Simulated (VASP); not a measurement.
Crystal: Ir.

```
Ir
1.0
     2.80941    0.00000    0.00000
    -1.40471    2.43302    0.00000
     0.00000    0.00000    4.55514
Ir
2
Cartesian
  1.4047 0.8110 3.4164
  0.0000 1.6220 1.1388
```

This isn't the form of Ir at room conditions, which is fcc.

Base run:

- Program: VASP 6.6.1
- Functional: LDA
- Potentials or basis: VASP PAW LDA potentials, release 64 (Ir)
- Cutoff: 520 eV
- k mesh: 21 × 21 × 12
- Occupations: gaussian, width 0.15 eV
- Spin: collinear spin
- Starting moments: [0.8, 0.8] μB
- Fixed moment: 1.6 μB

Its results: pressure -28.1 GPa; site moments Ir +0.78 μB.

Task: The run is repeated on the same cell with these changes: fixed moment from 1.6 μB to 1.4 μB; moments at the start from [0.8, 0.8] to [0.7, 0.7]. What comes out?

Result: Pressure -29.2 GPa; site moments Ir +0.68 μB.

Caveats: the cell stands under tension; the total moment is fixed, so each spin has its own Fermi level.
